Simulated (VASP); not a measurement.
Write the native input for VASP 6.6.1 that does the following.

```yaml
Task: electric field gradients
Functional: PBE
Potentials_or_basis: VASP PAW PBE potentials, release 64 (B, N)
Cutoff: 520 eV
k_mesh: 13 × 13 × 13
Occupations: fermi-dirac, width 0.03 eV
Spin: no spin polarisation
Dipole_correction: no
Further_INCAR_settings: ALGO = Normal; EDIFF = 1e-08; NBANDS = 11
```

The structure of BN lies in POSCAR:

```
BN
1.0
    0.0000000000      1.8312856224      1.8312856224
    1.8312856224      0.0000000000      1.8312856224
    1.8312856224      1.8312856224      0.0000000000
B N
1 1
Direct
    0.0000000000      0.0000000000      0.0000000000
    0.7500000000      0.7500000000      0.7500000000
```

This cell differs from its parent crystal: volume scaled by 1.04.

One way to write it, as run:

INCAR

```
SYSTEM = BN
  PREC = Accurate
  ENCUT = 520
  EDIFF = 1E-8
  ISMEAR = -1
  SIGMA = 0.03
  LREAL = .FALSE.
  LASPH = .TRUE.
  NELM = 80
  ALGO = Normal
  ISIF = 2
  LWAVE = .FALSE.
  LCHARG = .FALSE.
  GGA = PE
  LEFG = .TRUE.
  NBANDS = 11
```

KPOINTS

```
regular mesh
0
G
  13 13 13
  0 0 0
```

Potentials or basis: VASP PAW PBE potentials, release 64 (B, N).

Run with:

```sh
$ cat potpaw_PBE.64/B/POTCAR potpaw_PBE.64/N/POTCAR > POTCAR
$ mpirun -np 1 vasp_std > vasp.out
```

Results of the run:

| Property | Result |
| --- | --- |
| Pressure | -10.8 GPa |
| Band gap on the k mesh | 4.49 eV, indirect (least direct gap 8.63 eV) |

Caveat: without QUAD_EFG the Cq values of the log hold for a quadrupole moment of 1 mb, not for the nuclei.

It took 16 s on 1 thread of AMD EPYC 7R43 64-Core Processor (Zen 3) (shared host), peak memory 0.09 GiB.
